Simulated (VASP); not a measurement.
# Si2Mo in VASP: further runs

Runs on Si2Mo. Level: PBE. Tasks: single point.

Everything below comes from runs of VASP 6.6.1. Logs are shortened: lines on timing, memory, paths and dates and some standing lists are left out, and cuts for length are marked.

## (1) The cell of the first run

The structure is tetragonal, space group I4/mmm (No. 139). The conventional cell has a = 3.217 Å, b = 3.217 Å, c = 7.873 Å, α = 90.00°, β = 90.00°, γ = 90.00°. Si (site symmetry 4mm) has 9 Si at 2.60 to 3.22 Å and 5 Mo at 2.62 to 2.64 Å within 3.4 Å. Within 3.5 Å of Mo (site symmetry 4/mmm) lie 10 Si at 2.62 to 2.64 Å and 4 Mo at 3.22 Å.

## (2) Single point, PBE

Contents of INCAR:

```
SYSTEM = Si2Mo
  PREC = Accurate
  ENCUT = 520
  EDIFF = 1E-7
  ISMEAR = 0
  SIGMA = 0.15
  LREAL = .False.
  LASPH = .True.
  NELM = 80
  ALGO = Normal
  ISIF = 2
  LWAVE = .False.
  LCHARG = .False.
  GGA = PE
  NBANDS = 18
```

Contents of KPOINTS:

```
Automatic mesh
0
Gamma
  18 18 18
  0 0 0
```

Contents of POSCAR:

```
Si2Mo
1.0
   -1.6084858705      1.6084858705      3.9366136217
    1.6084858705     -1.6084858705      3.9366136217
    1.6084858705      1.6084858705     -3.9366136217
Si Mo
2 1
Direct
    0.3350971189      0.3350971189      0.0000000000
    0.6649028811      0.6649028811      0.0000000000
    0.0000000000      0.0000000000      0.0000000000
```

Potentials or basis: VASP PAW PBE potentials, release 64 (Si, Mo_sv).

Command:

```console
$ cat potpaw_PBE.64/Si/POTCAR potpaw_PBE.64/Mo_sv/POTCAR > POTCAR
$ mpirun -np 1 vasp_std > vasp.out
```

OUTCAR:

```text
SYSTEM = Si2Mo
   PREC = Accurate
   ENCUT = 520
   EDIFF = 1E-7
   ISMEAR = 0
   LREAL = .False.
   LASPH = .True.
   NELM = 80
   ISIF = 2
   GGA = PE

 ion  position               nearest neighbor table
   1  0.335  0.335  0.000-   2 2.60   3 2.62   3 2.62   3 2.62   3 2.62   3 2.64   2 2.64   2 2.64
                             2 2.64   2 2.64
   2  0.665  0.665  0.000-   1 2.60   3 2.62   3 2.62   3 2.62   3 2.62   3 2.64   1 2.64   1 2.64
                             1 2.64   1 2.64
   3  0.000  0.000  0.000-   2 2.62   2 2.62   2 2.62   1 2.62   2 2.62   1 2.62   1 2.62   1 2.62
                             1 2.64   2 2.64

  LATTYP: Found a body centered tetragonal cell.
 ALAT       =     3.2169717410
 C/A-ratio  =     2.4474032964

  Lattice vectors:

 A1 = (  -1.6084858705,   1.6084858705,   3.9366136217)
 A2 = (   1.6084858705,  -1.6084858705,   3.9366136217)
 A3 = (   1.6084858705,   1.6084858705,  -3.9366136217)

Analysis of symmetry for initial positions (statically):
=====================================================================
 Subroutine PRICEL returns:
 Original cell was already a primitive cell.

 Routine SETGRP: Setting up the symmetry group for a
 body centered tetragonal supercell.

 Subroutine GETGRP returns: Found 16 space group operations
 (whereof 16 operations were pure point group operations)
 out of a pool of 16 trial point group operations.

The static configuration has the point symmetry D_4h.

Analysis of symmetry for dynamics (positions and initial velocities):
=====================================================================
 Subroutine PRICEL returns:
 Original cell was already a primitive cell.

 Routine SETGRP: Setting up the symmetry group for a
 body centered tetragonal supercell.

 Subroutine GETGRP returns: Found 16 space group operations
 (whereof 16 operations were pure point group operations)
 out of a pool of 16 trial point group operations.

The dynamic configuration has the point symmetry D_4h.

 Subroutine INISYM returns: Found 16 space group operations
 (whereof 16 operations are pure point group operations),
 and found     1 'primitive' translations

----------------------------------------------------------------------------------------

                                     Primitive cell

  volume of cell :      40.7396

  direct lattice vectors                    reciprocal lattice vectors
    -1.608485871  1.608485871  3.936613622     0.000000000  0.310851347  0.127012719
     1.608485871 -1.608485871  3.936613622     0.310851347  0.000000000  0.127012719
     1.608485871  1.608485871 -3.936613622     0.310851347  0.310851347  0.000000000

  length of vectors
     4.546578977  4.546578977  4.546578977     0.335798736  0.335798736  0.439610191

  position of ions in fractional coordinates (direct lattice)
     0.335097119  0.335097119  0.000000000
     0.664902881  0.664902881  0.000000000
     0.000000000  0.000000000  0.000000000

  ion indices of the primitive-cell ions
   primitive index   ion index
                 1           1
                 2           2
                 3           3

----------------------------------------------------------------------------------------

 KPOINTS: Automatic mesh

Automatic generation of k-mesh.
 Grid dimensions read from file:
 generate k-points for:   18   18   18

 Generating k-lattice:

  Cartesian coordinates                     Fractional coordinates (reciprocal lattice)
     0.000000000  0.017269519  0.007056262     0.055555556  0.000000000 -0.000000000
     0.017269519  0.000000000  0.007056262     0.000000000  0.055555556 -0.000000000
     0.017269519  0.017269519  0.000000000     0.000000000  0.000000000  0.055555556

  Length of vectors
     0.018655485  0.018655485  0.024422788

  Shift w.r.t. Gamma in fractional coordinates (k-lattice)
     0.000000000  0.000000000  0.000000000

 Subroutine IBZKPT returns following result:
 ===========================================

 Found    480 irreducible k-points:

 Following reciprocal coordinates:
            Coordinates               Weight
  0.000000  0.000000  0.000000      1.000000
  0.055556 -0.000000  0.000000      8.000000
  0.111111 -0.000000  0.000000      8.000000
  0.166667  0.000000 -0.000000      8.000000
  0.222222  0.000000 -0.000000      8.000000
  0.277778  0.000000 -0.000000      8.000000
[... 16 lines left out ...]
 -0.277778  0.055556  0.000000     16.000000
 -0.222222  0.055556  0.000000     16.000000
 [... further k-points ...]
   k-points           NKPTS =    480   k-points in BZ     NKDIM =    480   number of bands    NBANDS=     18
   number of dos      NEDOS =    301   number of ions     NIONS =      3
   total plane-waves  NPLWV =  46656
   dimension x,y,z NGX =    36 NGY =   36 NGZ =   36
   dimension x,y,z NGXF=    72 NGYF=   72 NGZF=   72
   ions per type =               2   1
   NGX,Y,Z   is equivalent  to a cutoff of  13.16, 13.16, 13.16 a.u.
   NGXF,Y,Z  is equivalent  to a cutoff of  26.33, 26.33, 26.33 a.u.
 SYSTEM =  Si2Mo
   PREC   = accura    normal or accurate (medium, high low for compatibility)
   ISTART =      0    job   : 0-new  1-cont  2-samecut
   ICHARG =      2    charge: 1-file 2-atom 10-const
   ISPIN  =      1    spin polarized calculation?
   LNONCOLLINEAR =      F non collinear calculations
   LSORBIT =      F    spin-orbit coupling
   LASPH  =      T    aspherical Exc in radial PAW
   ENCUT  =  520.0 eV  38.22 Ry    6.18 a.u.   8.45  8.45  8.45*2*pi/ulx,y,z
   NELM   =     80;   NELMIN=  2; NELMDL= -5     # of ELM steps
   EDIFF  = 0.1E-06   stopping-criterion for ELM
   LREAL  =      F    real-space projection
   EDIFFG = 0.1E-05   stopping-criterion for IOM
   NSW    =      0    number of steps for IOM
   IBRION =     -1    ionic relax: 0-MD 1-quasi-New 2-CG
   NFREE  =      0    steps in history (QN), initial steepest desc. (CG)
   ISIF   =      2    stress and relaxation
   ISYM   =      2    0-nonsym 1-usesym 2-fastsym
   POTIM  = 0.5000    time-step for ionic-motion
   TEBEG  =    0.0;   TEEND  =   0.0 temperature during run
   PSTRESS=    0.0 pullay stress
   NELECT =      22.0000    total number of electrons
   NUPDOWN=      -1.0000    fix difference up-down
   EMIN   =  10.00;   EMAX   =-10.00  energy-range for DOS
   EFERMI =   0.00;   METHOD = LEGACY
   ISMEAR =     0;   SIGMA  =   0.15  broadening in eV -4-tet -1-fermi 0-gaus
   EFERMI_NEDOS =   21; number of points for ismear=-14 and -15
   IALGO  =     38    algorithm
   IMIX   =      4    mixing-type and parameters
     AMIX     =   0.40;   BMIX     =  1.00
     AMIX_MAG =   1.60;   BMIX_MAG =  1.00
  volume/ion in A,a.u.               =      13.58        91.64
  Fermi-wavevector in a.u.,A,eV,Ry     =   1.333143  2.519274 24.181218  1.777269
  Thomas-Fermi vector in A             =   2.462024
   LORBIT       =      0    0 simple, 1 ext, 2 COOP (PROOUT), +10 PAW based schemes
   GGA     = PE    functional components
   LHFCALC =     F    Hartree Fock is set to
   AEXX    =    0.0000 exact exchange contribution
   IVDW    =     0    specifies the selected vdW correction
   LEPSILON=     F    determine dielectric tensor
   LRPA    =     F    only Hartree local field effects (RPA)
 non-spin polarized calculation
 Gauss-broadening in eV      SIGMA  =   0.15
  energy-cutoff  :      520.00
  volume of cell :       40.74
 maximum number of plane-waves:      1134
 NGX is ok and might be reduce to    36
   NGX = 17   NGY = 17   NGZ = 17

 number of electron      22.0000000 magnetization

 Free energy of the ion-electron system (eV)
  ---------------------------------------------------
  ext. energy  EPLUGINS =         0.00000000
  ---------------------------------------------------
  free energy    TOTEN  =       -23.26300018 eV

  energy without entropy =      -23.26031458  energy(sigma->0) =      -23.26165738

 E-fermi :  12.0670     XC(G=0): -12.3687

 val. band max:       12.0636070467   @ k =  -0.0556   0.0556   0.0000
 cond. band min:      12.0673643393   @ k =   0.0556   0.0556   0.0000
 fundamental gap:      0.0037572926
 Fermi energy:        12.0669890282

 k-point     1 :       0.0000    0.0000    0.0000
  band No.  band energies     occupation
      1     -48.6649      2.00000
      2     -22.8062      2.00000
      3     -22.7393      2.00000
      4     -22.7393      2.00000
      5      -1.2501      2.00000
      6       5.7641      2.00000
[... 10 lines left out ...]
     17      17.1191      0.00000
     18      17.1191      0.00000

 k-point     2 :       0.0556   -0.0000    0.0000
  band No.  band energies     occupation
      1     -48.6644      2.00000
      2     -22.8056      2.00000
      3     -22.7468      2.00000
      4     -22.7386      2.00000
      5      -1.1945      2.00000
      6       5.7663      2.00000
[... 10 lines left out ...]
     17      17.1546      0.00000
     18      17.4902      0.00000

 k-point     3 :       0.1111   -0.0000    0.0000
  band No.  band energies     occupation
      1     -48.6629      2.00000
      2     -22.8041      2.00000
      3     -22.7681      2.00000
      4     -22.7366      2.00000
      5      -1.0289      2.00000
      6       5.7618      2.00000
[... 10 lines left out ...]
     17      17.3379      0.00000
     18      18.3016      0.00000

 k-point     4 :       0.1667    0.0000   -0.0000
  band No.  band energies     occupation
      1     -48.6606      2.00000
      2     -22.8026      2.00000
      3     -22.7997      2.00000
      4     -22.7336      2.00000
      5      -0.7571      2.00000
      6       5.7108      2.00000
[... 375 lines left out ...]
      4     -22.7292      2.00000
      5       0.5897      2.00000
      6       4.7668      2.00000
[... 10 lines left out ...]
     17      19.0983      0.00000
     18      20.4706      0.00000

 k-point    23 :      -0.2778    0.0556    0.0000
  band No.  band energies     occupation
      1     -48.6543      2.00000
      2     -22.8816      2.00000
      3     -22.7936      2.00000
      4     -22.7330      2.00000
      5       0.0561      2.00000
      6       5.3626      2.00000
[... 10 lines left out ...]
     17      18.8453      0.00000
     18      20.2900      0.00000

 k-point    24 :      -0.2222    0.0556    0.0000
  band No.  band energies     occupation
      1     -48.6573      2.00000
      2     -22.8397      2.00000
      3     -22.7969      2.00000
      4     -22.7370      2.00000
      5      -0.3941      2.00000
      6       5.7928      2.00000
[... 10 lines left out ...]
     17      18.2120      0.00000
     18      20.4410      0.00000

 [... further k-points ...]

------------------------ aborting loop because EDIFF is reached ----------------------------------------

  FORCE on cell =-STRESS in cart. coord.  units (eV):
  Direction    XX          YY          ZZ          XY          YZ          ZX
  --------------------------------------------------------------------------------------
  -------------------------------------------------------------------------------------
  Total        0.0369580      0.0369580      0.0333130      0.0000000     -0.0000000      0.0000000
  in kB        1.4534544      1.4534544      1.3101061      0.0000000     -0.0000000      0.0000000
  external PRESSURE =       1.4056716 kB  Pullay stress =       0.0000000 kB

 VOLUME and BASIS-vectors are now :
 -----------------------------------------------------------------------------
  energy-cutoff  :      520.00
  volume of cell :       40.74
      direct lattice vectors                 reciprocal lattice vectors
    -1.608485871  1.608485871  3.936613622     0.000000000  0.310851347  0.127012719
     1.608485871 -1.608485871  3.936613622     0.310851347  0.000000000  0.127012719
     1.608485871  1.608485871 -3.936613622     0.310851347  0.310851347  0.000000000

 POSITION                                       TOTAL-FORCE (eV/Angst)
 -----------------------------------------------------------------------------------
      0.00000      0.00000      2.63830        -0.000000     -0.000000     -0.003566
      0.00000      0.00000      5.23493         0.000000      0.000000      0.003566
      0.00000      0.00000      0.00000         0.000000      0.000000     -0.000000
 -----------------------------------------------------------------------------------
    total drift:                                0.000000      0.000000     -0.000000

  FREE ENERGIE OF THE ION-ELECTRON SYSTEM (eV)
  ---------------------------------------------------
  free  energy   TOTEN  =       -23.2630001770 eV

  energy  without entropy=      -23.2603145846  energy(sigma->0) =      -23.26165738
```

Run time: 3.8 min. Hardware: 1 thread of Intel Xeon 6975P-C (Granite Rapids), shared host; peak memory 0.46 GiB.

What came out:

| Quantity | Value |
| --- | --- |
| Free energy | -23.2630 eV |
| Pressure | 0.1 GPa |
| Largest force | 0.004 eV/Å |
| Band gap on the k mesh | zero (bands 11 and 12 overlap by 0.94 eV) |

Forces in eV/Å, atoms in the order of the input:
```
Si   0.000  0.000 -0.004
Si   0.000  0.000  0.004
Mo   0.000  0.000  0.000
```

## (3) Single point, PBE (atoms displaced along a vibrational mode)

Contents of INCAR:

```
SYSTEM = Si2Mo
PREC     = Accurate       ! precision mode
ENCUT    = 520            ! plane-wave cutoff, eV
EDIFF    = 1E-7           ! SCF threshold, eV
ISMEAR   = 0              ! smearing method
SIGMA    = 0.15           ! smearing width, eV
LREAL    = .False.        ! projectors in reciprocal space
LASPH    = .True.         ! aspherical terms in the spheres
NELM     = 100            ! most SCF steps
ALGO     = Normal         ! electronic algorithm
ISIF     = 2              ! what is computed and relaxed
LWAVE    = .False.        ! write WAVECAR
LCHARG   = .False.        ! write CHGCAR
GGA      = PE             ! functional
NBANDS   = 18             ! bands
```

Contents of KPOINTS:

```
regular mesh
0
Gamma
  18 18 18
  0 0 0
```

Contents of POSCAR:

```
Si2Mo
1.0
   -1.6084858705      1.6084858705      3.9366136217
    1.6084858705     -1.6084858705      3.9366136217
    1.6084858705      1.6084858705     -3.9366136217
Si Mo
2 1
Direct
    0.3350971189      0.3184044015     -0.0166927174
    0.6649028811      0.6482101637     -0.0166927174
    0.0000000000      0.0097720681      0.0097720681
```

Potentials or basis: VASP PAW PBE potentials, release 64 (Si, Mo_sv).

Command:

```console
$ cat potpaw_PBE.64/Si/POTCAR potpaw_PBE.64/Mo_sv/POTCAR > POTCAR
$ mpirun -np 1 vasp_std > vasp.out
```

It took 6.2 min on 1 thread of Intel Xeon 6975P-C (Granite Rapids), shared host; peak memory 0.69 GiB.

The run converged. Its results:

```yaml
Free_energy: -23.2293 eV
Pressure: 0.6 GPa
Largest_force: 0.794 eV/Å
Band_gap_on_the_k_mesh: zero (bands 11 and 12 overlap by 0.82 eV)
```

Forces in eV/Å, atoms in the order of the input:
```
Si   0.397  0.000 -0.044
Si   0.397  0.000  0.044
Mo  -0.794  0.000  0.000
```

Stress tensor (GPa, compression positive):
```
0.54 0.00 0.00
0.00 0.89 0.00
0.00 0.00 0.49
```

Levels at points of the mesh, in eV from the Fermi level:
```
           k point  band 9  band 10  band 11  band 12  band 13  band 14
(0.00, 0.00, 0.00)   -2.59    -2.54     0.34     3.02     3.19     3.50
(0.50, 0.00, 0.00)   -2.53    -2.50    -0.49     2.21     3.09     3.97
(0.00, 0.50, 0.00)   -2.54    -2.51    -0.51     2.23     3.09     3.96
(0.50, 0.50, 0.00)   -4.38    -3.00    -1.20     2.27     2.67     3.05
(0.50, 0.50, 0.50)   -0.58    -0.56    -0.51    -0.42     0.53     4.72
```

Caveat: the cell differs from its parent crystal (atoms displaced along a vibrational mode).
